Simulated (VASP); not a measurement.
# Au (Fm-3m) in VASP: a series of runs, part 2 of 2

VASP 6.6.1. Earlier steps stand in the parts before.

## Step 3: Relaxation of cell and atoms, r2SCAN, target pressure 8 GPa, at which the enthalpy is minimised

This run uses another cell than the first one, of 16.73 Å³/atom.

Contents of POSCAR:

```
Au
1.0
    0.0000000000      2.0301273081      2.0301273081
    2.0301273081      0.0000000000      2.0301273081
    2.0301273081      2.0301273081      0.0000000000
Au
1
Direct
    0.0000000000      0.0000000000      0.0000000000
```

Contents of INCAR.step1:

```
SYSTEM = Au
ALGO = Normal
EDIFF = 1E-4
ENCUT = 600
GGA = PE
ISMEAR = 0
LASPH = .True.
LCHARG = .False.
LREAL = .False.
LWAVE = .True.
NELM = 100
PREC = Accurate
SIGMA = 0.1
```

Contents of INCAR.step2:

```
SYSTEM = Au
ALGO = Normal
EDIFF = 1E-6
EDIFFG = -0.008
ENCUT = 600
IBRION = 2
ISIF = 3
ISMEAR = 0
ISTART = 1
LASPH = .True.
LCHARG = .False.
LMIXTAU = .True.
LREAL = .False.
LWAVE = .False.
METAGGA = R2SCAN
NELM = 100
NSW = 70
PREC = Accurate
PSTRESS = 80.0
SIGMA = 0.1
```

Contents of KPOINTS:

```
k-points
0
Gamma
  18 18 18
  0 0 0
```

Potentials or basis: VASP PAW PBE potentials, release 64 (Au).

Command:

```bash
> cat potpaw_PBE.64/Au/POTCAR > POTCAR
> cp INCAR.step1 INCAR
> mpirun -np 1 vasp_std > vasp.out
> cp INCAR.step2 INCAR
> mpirun -np 1 vasp_std > vasp.out
```

OUTCAR:

```text
SYSTEM = Au
   EDIFF = 1E-6
   EDIFFG = -0.008
   ENCUT = 600
   IBRION = 2
   ISIF = 3
   ISMEAR = 0
   ISTART = 1
   LASPH = .True.
   LREAL = .False.
   METAGGA = R2SCAN
   NELM = 100
   NSW = 70
   PREC = Accurate
   PSTRESS = 80.0

 ion  position               nearest neighbor table
   1  0.000  0.000  0.000-

  LATTYP: Found a face centered cubic cell.
 ALAT       =     4.0602546162

  Lattice vectors:

 A1 = (   0.0000000000,   2.0301273081,   2.0301273081)
 A2 = (   2.0301273081,   0.0000000000,   2.0301273081)
 A3 = (   2.0301273081,   2.0301273081,   0.0000000000)

Analysis of symmetry for initial positions (statically):
=====================================================================
 Subroutine PRICEL returns:
 Original cell was already a primitive cell.

 Routine SETGRP: Setting up the symmetry group for a
 face centered cubic supercell.

 Subroutine GETGRP returns: Found 48 space group operations
 (whereof 48 operations were pure point group operations)
 out of a pool of 48 trial point group operations.

The static configuration has the point symmetry O_h .

[... 166 lines left out ...]
  -------------------------------------------------------------------------------------
  Total        0.9270274      0.9270274      0.9270274      0.0000000     -0.0000000      0.0000000
  in kB       88.7571482     88.7571482     88.7571482      0.0000000     -0.0000000      0.0000000
  external PRESSURE =       8.7571482 kB  Pullay stress =      80.0000000 kB
[... 61 lines left out ...]
--------------------------------------- Ionic step        3  -------------------------------------------

 number of electron      10.9999999 magnetization

 Free energy of the ion-electron system (eV)
  ---------------------------------------------------
  ext. energy  EPLUGINS =         0.00000000
  ---------------------------------------------------
  free energy    TOTEN  =       -50.57792488 eV

  energy without entropy =      -50.57668993  energy(sigma->0) =      -50.57730741

 E-fermi :   9.5469     XC(G=0): -13.7292

 val. band max:        9.5394189603   @ k =   0.5000   0.2778   0.1111
 cond. band min:       9.5634975414   @ k =   0.5000   0.1667   0.0556
 fundamental gap:      0.0240785811
 Fermi energy:         9.5468686091

 k-point     1 :       0.0000    0.0000    0.0000
  band No.  band energies     occupation
      1      -0.6890      2.00000
      2       4.5351      2.00000
      3       4.5351      2.00000
      4       4.5351      2.00000
      5       6.1080      2.00000
      6       6.1080      2.00000
      7      24.8624      0.00000
      8      29.0492      0.00000
      9      29.0492      0.00000
[... 265 lines left out ...]
 k-point    24 :      -0.2222    0.0556    0.0000
  band No.  band energies     occupation
      1       1.1724      2.00000
      2       4.2863      2.00000
      3       4.8566      2.00000
      4       4.8911      2.00000
      5       6.0186      2.00000
      6       6.5295      2.00000
      7      21.8187      0.00000
      8      26.0257      0.00000
      9      29.0765      0.00000

 [... further k-points ...]

------------------------ aborting loop because EDIFF is reached ----------------------------------------

  FORCE on cell =-STRESS in cart. coord.  units (eV):
  Direction    XX          YY          ZZ          XY          YZ          ZX
  --------------------------------------------------------------------------------------
  -------------------------------------------------------------------------------------
  Total        0.8402083      0.8402083      0.8402083      0.0000000      0.0000000     -0.0000000
  in kB       80.1124944     80.1124944     80.1124944      0.0000000      0.0000000     -0.0000000
  external PRESSURE =       0.1124944 kB  Pullay stress =      80.0000000 kB
[... 20 lines left out ...]
  energy  without entropy=      -50.5766899346  energy(sigma->0) =      -50.57730741

  enthalpy is  TOTEN    =       -49.7388964372 eV   P V=        0.8390284399

 reached required accuracy - stopping structural energy minimisation
```

Wall time 11 min (1 thread of AMD EPYC 7R13, shared host); peak memory 0.15 GiB.

Results:

```
Free energy                                                : -50.5779 eV
Relaxed volume                                             : 16.80 Å³/atom
Relaxed cell                                               : a = 2.875 Å, b = 2.875 Å, c = 2.875 Å, α = 60.00°, β = 60.00°, γ = 60.00°
Space group after relaxing (to 0.1 Å)                      : Fm-3m (No. 225)
Energy change on relaxing (the run minimises the enthalpy) : -3.6 meV/atom
Ionic steps                                                : 3
Pressure after relaxing                                    : 8.0 GPa
Band gap on the k mesh                                     : zero (an odd number of electrons rules out a gap without spin polarisation)
```

The path:
```tsv
step	energy change (eV)	largest force (eV/Å)	pressure (GPa)	volume (Å³)
1	0.0000	0.0000	8.88	16.73
2	-0.0104	0.0000	6.23	16.96
3	-0.0036	0.0000	8.01	16.80
```

Final structure:
```cif
data_structure
_symmetry_space_group_name_H-M 'P 1'
_symmetry_Int_Tables_number 1
_cell_length_a 2.8750
_cell_length_b 2.8750
_cell_length_c 2.8750
_cell_angle_alpha 60.000
_cell_angle_beta 60.000
_cell_angle_gamma 60.000
_cell_volume 16.80
loop_
_atom_site_label
_atom_site_type_symbol
_atom_site_fract_x
_atom_site_fract_y
_atom_site_fract_z
_atom_site_occupancy
Au1 Au 0.00000 0.00000 0.00000 1
```

Caveat: the cell is relaxed towards a set pressure, so the run minimises the enthalpy, not the energy; the PAW data sets were made with another functional, which shifts forces and pressure a little; spin-orbit coupling is left out, which moves the levels of the heavy elements.

## Step 4: Relaxation of cell and atoms, r2SCAN, target pressure 3 GPa, at which the enthalpy is minimised

This run uses another cell than the first one, of 17.05 Å³/atom.

Contents of POSCAR:

```
Au
1.0
    0.0000000000      2.0427573104      2.0427573104
    2.0427573104      0.0000000000      2.0427573104
    2.0427573104      2.0427573104      0.0000000000
Au
1
Direct
    0.0000000000      0.0000000000      0.0000000000
```

Contents of INCAR.step1:

```
ALGO = Normal
EDIFF = 1E-4
ENCUT = 600
GGA = PE
ISMEAR = 0
LASPH = T
LCHARG = F
LREAL = F
LWAVE = T
NELM = 80
PREC = Accurate
SIGMA = 0.1
```

Contents of INCAR.step2:

```
ALGO = Normal
EDIFF = 1E-6
EDIFFG = -0.008
ENCUT = 600
IBRION = 2
ISIF = 3
ISMEAR = 0
ISTART = 1
LASPH = T
LCHARG = F
LMIXTAU = T
LREAL = F
LWAVE = F
METAGGA = R2SCAN
NELM = 80
NSW = 70
PREC = Accurate
PSTRESS = 30.0
SIGMA = 0.1
```

Contents of KPOINTS:

```
k-points
0
Gamma
  18 18 18
```

Command:

```bash
> cat potpaw_PBE.64/Au/POTCAR > POTCAR
> cp INCAR.step1 INCAR
> mpirun -np 1 vasp_std > vasp.out
> cp INCAR.step2 INCAR
> mpirun -np 1 vasp_std > vasp.out
```

It took 9.9 min on 1 thread of AMD EPYC 7R13, shared host; peak memory 0.15 GiB.

Results (log left out):

* Free energy: -50.5934 eV
* Relaxed volume: 17.26 Å³/atom
* Relaxed cell: a = 2.901 Å, b = 2.901 Å, c = 2.901 Å, α = 60.00°, β = 60.00°, γ = 60.00°
* Space group after relaxing (to 0.1 Å): Fm-3m (No. 225)
* Energy change on relaxing (the run minimises the enthalpy): -5.4 meV/atom
* Ionic steps: 3
* Pressure after relaxing: 3.0 GPa
* Band gap on the k mesh: zero (an odd number of electrons rules out a gap without spin polarisation)

The path:
```csv
step,energy change (eV),largest force (eV/Å),pressure (GPa),volume (Å³)
1,0.0000,0.0000,5.21,17.05
2,-0.0081,0.0000,-0.54,17.64
3,-0.0054,0.0000,2.99,17.26
```

Final structure:
```xyz
1
Lattice="0.0000 2.0511 2.0511 2.0511 0.0000 2.0511 2.0511 2.0511 0.0000" Properties=species:S:1:pos:R:3 pbc="T T T"
Au    0.0000    0.0000    0.0000
```

Levels at points of the mesh, in eV from the Fermi level:
```tsv
k point	band 4	band 5	band 6	band 7	band 8	band 9
(0.00, 0.00, 0.00)	-4.85	-3.35	-3.35	15.37	19.39	19.39
(0.50, 0.00, 0.00)	-2.13	-2.13	-0.71	3.14	14.85	17.86
(0.50, 0.50, 0.00)	-1.79	-1.79	1.25	5.93	10.52	10.52
```

Caveat: the cell is relaxed towards a set pressure, so the run minimises the enthalpy, not the energy; the PAW data sets were made with another functional, which shifts forces and pressure a little; spin-orbit coupling is left out, which moves the levels of the heavy elements.

## Step 5: Relaxation of cell and atoms, r2SCAN, target pressure -3 GPa, at which the enthalpy is minimised

This run uses another cell than the first one, of 18.04 Å³/atom.

Contents of POSCAR:

```
Au
1.0
    0.0000000000      2.0816657776      2.0816657776
    2.0816657776      0.0000000000      2.0816657776
    2.0816657776      2.0816657776      0.0000000000
Au
1
Direct
    0.0000000000      0.0000000000      0.0000000000
```

Contents of INCAR.step1:

```
SYSTEM = Au
PREC = Accurate
ENCUT = 600
ISMEAR = 0
SIGMA = 0.1
LREAL = .False.
LASPH = .True.
NELM = 100
GGA = PE
ALGO = Normal
EDIFF = 1E-4
LWAVE = .True.
LCHARG = .False.
```

Contents of INCAR.step2:

```
SYSTEM = Au
PREC = Accurate
ENCUT = 600
EDIFF = 1E-7
ISMEAR = 0
SIGMA = 0.1
LREAL = .False.
LASPH = .True.
NELM = 100
ALGO = Normal
ISIF = 3
LWAVE = .False.
LCHARG = .False.
METAGGA = R2SCAN
LMIXTAU = .True.
IBRION = 2
NSW = 70
EDIFFG = -0.008
PSTRESS = -30.0
ISTART = 1
```

Contents of KPOINTS:

```
Automatic mesh
0
Gamma
  18 18 18
  0 0 0
```

Potentials or basis: VASP PAW PBE potentials, release 64 (Au).

Command:

```bash
> cat potpaw_PBE.64/Au/POTCAR > POTCAR
> cp INCAR.step1 INCAR
> mpirun -np 1 vasp_std > vasp.out
> cp INCAR.step2 INCAR
> mpirun -np 1 vasp_std > vasp.out
```

OUTCAR:

```text
SYSTEM = Au
   PREC = Accurate
   ENCUT = 600
   EDIFF = 1E-7
   ISMEAR = 0
   LREAL = .False.
   LASPH = .True.
   NELM = 100
   ISIF = 3
   METAGGA = R2SCAN
   IBRION = 2
   NSW = 70
   EDIFFG = -0.008
   PSTRESS = -30.0
   ISTART = 1

 ion  position               nearest neighbor table
   1  0.000  0.000  0.000-

  LATTYP: Found a face centered cubic cell.
 ALAT       =     4.1633315552

  Lattice vectors:

 A1 = (   0.0000000000,   2.0816657776,   2.0816657776)
 A2 = (   2.0816657776,   0.0000000000,   2.0816657776)
 A3 = (   2.0816657776,   2.0816657776,   0.0000000000)

Analysis of symmetry for initial positions (statically):
=====================================================================
 Subroutine PRICEL returns:
[... 257 lines left out ...]
 cond. band min:       8.4990980793   @ k =   0.5000   0.1667   0.0556
 fundamental gap:      0.0789096155
 Fermi energy:         8.4487543827

 k-point     1 :       0.0000    0.0000    0.0000
  band No.  band energies     occupation
      1      -1.0418      2.00000
      2       3.8223      2.00000
      3       3.8223      2.00000
      4       3.8223      2.00000
      5       5.2204      2.00000
      6       5.2204      2.00000
      7      23.8737      0.00000
      8      27.6480      0.00000
      9      27.6480      0.00000
[... 265 lines left out ...]
 k-point    24 :      -0.2222    0.0556    0.0000
  band No.  band energies     occupation
      1       0.7223      2.00000
      2       3.6192      2.00000
      3       4.1156      2.00000
      4       4.1434      2.00000
      5       5.1499      2.00000
      6       5.6039      2.00000
      7      20.2841      0.00000
      8      24.8012      0.00000
      9      27.3204      0.00000

 [... further k-points ...]

------------------------ aborting loop because EDIFF is reached ----------------------------------------

  FORCE on cell =-STRESS in cart. coord.  units (eV):
  Direction    XX          YY          ZZ          XY          YZ          ZX
  --------------------------------------------------------------------------------------
  -------------------------------------------------------------------------------------
  Total       -0.3339326     -0.3339326     -0.3339326      0.0000000      0.0000000      0.0000000
  in kB      -29.8263639    -29.8263639    -29.8263639      0.0000000      0.0000000      0.0000000
  external PRESSURE =       0.1736361 kB  Pullay stress =     -30.0000000 kB
[... 20 lines left out ...]
  energy  without entropy=      -50.5918180170  energy(sigma->0) =      -50.59238405

  enthalpy is  TOTEN    =       -50.9288267261 eV   P V=       -0.3358766342

 reached required accuracy - stopping structural energy minimisation
```

OUTCAR.step1:

```text
SYSTEM = Au
   PREC = Accurate
   ENCUT = 600
   ISMEAR = 0
   LREAL = .False.
   LASPH = .True.
   NELM = 100
[... 504 lines left out ...]
 -----------------------------------------------------------------------------------
      0.00000      0.00000      0.00000        -0.000000     -0.000000     -0.000000
 -----------------------------------------------------------------------------------
    total drift:                               -0.000000     -0.000000      0.000000

  FREE ENERGIE OF THE ION-ELECTRON SYSTEM (eV)
  ---------------------------------------------------
  free  energy   TOTEN  =        -3.2220847787 eV

  energy  without entropy=       -3.2208241380  energy(sigma->0) =       -3.22145446
```

OSZICAR.step1:

```text
N       E                     dE             d eps       ncg     rms          rms(c)
DAV:   1     0.492106015127E+02    0.49211E+02   -0.62971E+03  3686   0.122E+03
DAV:   2    -0.301000169486E+01   -0.52221E+02   -0.48805E+02  3634   0.211E+02
DAV:   3    -0.348198713375E+01   -0.47199E+00   -0.47113E+00  4229   0.215E+01
DAV:   4    -0.348323719055E+01   -0.12501E-02   -0.12500E-02  4002   0.117E+00
DAV:   5    -0.348324552069E+01   -0.83301E-05   -0.83303E-05  3908   0.923E-02    0.787E+00
DAV:   6    -0.323917831188E+01    0.24407E+00   -0.84079E-01  3593   0.887E+00    0.514E+00
DAV:   7    -0.322389619183E+01    0.15282E-01   -0.62535E-02  3751   0.240E+00    0.260E+00
DAV:   8    -0.322209352575E+01    0.18027E-02   -0.11103E-03  3691   0.351E-01    0.208E-01
DAV:   9    -0.322208477870E+01    0.87471E-05   -0.52302E-06  1922   0.252E-02
   1 F= -.32220848E+01 E0= -.32214545E+01  d E =-.126064E-02
```

It took 7.2 min on 1 thread of AMD EPYC 7R13, shared host; peak memory 0.16 GiB.

What came out:

```yaml
Free_energy: -50.5930 eV
Relaxed_volume: 17.94 Å³/atom
Relaxed_cell: a = 2.938 Å, b = 2.938 Å, c = 2.938 Å, α = 60.00°, β = 60.00°, γ = 60.00°
Space_group_after_relaxing_to_0.1_Å: Fm-3m (No. 225)
Energy_change_on_relaxing_the_run_minimises_the_enthalpy: -2.2 meV/atom
Ionic_steps: 3
Pressure_after_relaxing: -3.0 GPa
Band_gap_on_the_k_mesh: zero (an odd number of electrons rules out a gap without spin polarisation)
```

The path:
| step | energy change (eV) | largest force (eV/Å) | pressure (GPa) | volume (Å³) |
| --- | --- | --- | --- | --- |
| 1 | 0.0000 | 0.0000 | -3.76 | 18.04 |
| 2 | -0.0041 | 0.0000 | -2.04 | 17.82 |
| 3 | -0.0022 | 0.0000 | -2.98 | 17.94 |

Final structure:
```
Au
1.0
     0.00000    2.07769    2.07769
     2.07769    0.00000    2.07769
     2.07769    2.07769    0.00000
Au
1
Direct
  0.00000 0.00000 0.00000
```

Levels at points of the mesh, in eV from the Fermi level:
```tsv
k point	band 3	band 4	band 5	band 6	band 7	band 8	band 9
(0.00, 0.00, 0.00)	-4.63	-4.63	-3.23	-3.23	15.42	19.20	19.20
(0.50, 0.00, 0.00)	-4.67	-2.09	-2.09	-0.51	2.94	14.89	17.56
(0.50, 0.50, 0.00)	-2.14	-1.78	-1.78	1.39	5.63	10.41	10.41
```

Caveat: the cell is relaxed towards a set pressure, so the run minimises the enthalpy, not the energy; the PAW data sets were made with another functional, which shifts forces and pressure a little; spin-orbit coupling is left out, which moves the levels of the heavy elements.

## Step 6: Relaxation of cell and atoms, r2SCAN

Contents of POSCAR:

```
Au
1.0
    0.0000000000      2.0856442657      2.0856442657
    2.0856442657      0.0000000000      2.0856442657
    2.0856442657      2.0856442657      0.0000000000
Au
1
Direct
    0.0000000000      0.0000000000      0.0000000000
```

Contents of INCAR.step1:

```
PREC     = Accurate       # precision mode
ENCUT    = 600            # plane-wave cutoff, eV
ISMEAR   = 0              # smearing method
SIGMA    = 0.1            # smearing width, eV
LREAL    = F              # projectors in reciprocal space
LASPH    = T              # aspherical terms in the spheres
NELM     = 60             # most SCF steps
GGA      = PE             # functional
ALGO     = Normal         # electronic algorithm
EDIFF    = 1E-4           # SCF threshold, eV
LWAVE    = T              # write WAVECAR
LCHARG   = F              # write CHGCAR
```

Contents of INCAR.step2:

```
PREC     = Accurate       # precision mode
ENCUT    = 600            # plane-wave cutoff, eV
EDIFF    = 1E-6           # SCF threshold, eV
ISMEAR   = 0              # smearing method
SIGMA    = 0.1            # smearing width, eV
LREAL    = F              # projectors in reciprocal space
LASPH    = T              # aspherical terms in the spheres
NELM     = 60             # most SCF steps
ALGO     = Normal         # electronic algorithm
ISIF     = 3              # what is computed and relaxed
LWAVE    = F              # write WAVECAR
LCHARG   = F              # write CHGCAR
METAGGA  = R2SCAN         # meta-GGA
LMIXTAU  = T            
IBRION   = 2              # ionic algorithm
NSW      = 100            # ionic steps
EDIFFG   = -0.005         # ionic threshold
ISTART   = 1
```

Contents of KPOINTS:

```
regular mesh
0
Gamma
  18 18 18
```

Potentials or basis: VASP PAW PBE potentials, release 64 (Au).

Command:

```bash
> cat potpaw_PBE.64/Au/POTCAR > POTCAR
> cp INCAR.step1 INCAR
> mpirun -np 1 vasp_std > vasp.out
> cp INCAR.step2 INCAR
> mpirun -np 1 vasp_std > vasp.out
```

Run time: 7.3 min. Hardware: 1 thread of AMD EPYC 7R13, shared host; peak memory 0.16 GiB.

It converged, with:

```
Free energy                           : -50.5964 eV
Relaxed volume                        : 17.58 Å³/atom
Relaxed cell                          : a = 2.919 Å, b = 2.919 Å, c = 2.919 Å, α = 60.00°, β = 60.00°, γ = 60.00°
Space group after relaxing (to 0.1 Å) : Fm-3m (No. 225)
Energy gained by relaxing             : 8.3 meV/atom
Ionic steps                           : 3
Pressure after relaxing               : 0.0 GPa
Band gap on the k mesh                : zero (an odd number of electrons rules out a gap without spin polarisation)
```

The path:
| step | energy change (eV) | largest force (eV/Å) | pressure (GPa) | volume (Å³) |
| --- | --- | --- | --- | --- |
| 1 | 0.0000 | 0.0000 | -4.49 | 18.14 |
| 2 | 0.0082 | 0.0000 | 7.62 | 16.84 |
| 3 | -0.0083 | 0.0000 | -0.03 | 17.58 |

Final structure:
```yaml
crystal:
  lattice:
    - [0.00000, 2.06379, 2.06379]
    - [2.06379, 0.00000, 2.06379]
    - [2.06379, 2.06379, 0.00000]
  atoms:
    - { symbol: Au, position: [0.00000, 0.00000, 0.00000] }
```

Levels at points of the mesh, in eV from the Fermi level:
| k point | band 2 | band 3 | band 4 | band 5 | band 6 | band 7 | band 8 | band 9 |
| --- | --- | --- | --- | --- | --- | --- | --- | --- |
| (0.00, 0.00, 0.00) | -4.74 | -4.74 | -4.74 | -3.29 | -3.29 | 15.40 | 19.30 | 19.30 |
| (0.50, 0.00, 0.00) | -4.78 | -4.78 | -2.11 | -2.11 | -0.61 | 3.04 | 14.87 | 17.71 |
| (0.50, 0.50, 0.00) | -6.74 | -2.17 | -1.78 | -1.78 | 1.32 | 5.79 | 10.47 | 10.47 |

Caveat: the PAW data sets were made with another functional, which shifts forces and pressure a little; spin-orbit coupling is left out, which moves the levels of the heavy elements.

## Step 7: The runs side by side

| cell | gap on the mesh (eV) | pressure (GPa) |
| --- | --- | --- |
| relaxed from a = 2.950 Å, angles 60.0°, 1 atom | none | 0.0 |
| relaxed to 8 GPa from a = 2.871 Å, angles 60.0°, 1 atom | none | 8.0 |
| relaxed to 3 GPa from a = 2.889 Å, angles 60.0°, 1 atom | none | 3.0 |
| relaxed to -3 GPa from a = 2.944 Å, angles 60.0°, 1 atom | none | -3.0 |

Alike in all rows: task relaxation of cell and atoms; level r2SCAN; potentials or basis VASP PAW PBE potentials, release 64 (Au); no spin polarisation; k mesh 18 × 18 × 18; cutoff (eV) 600; smearing gaussian 0.1 eV.

Caveats: the PAW data sets were made with another functional, which shifts forces and pressure a little; spin-orbit coupling is left out, which moves the levels of the heavy elements; the cell is relaxed towards a set pressure, so the run minimises the enthalpy, not the energy (at least some runs).

Total energies depend on the potentials used, so only differences within one code and one set of settings carry meaning.
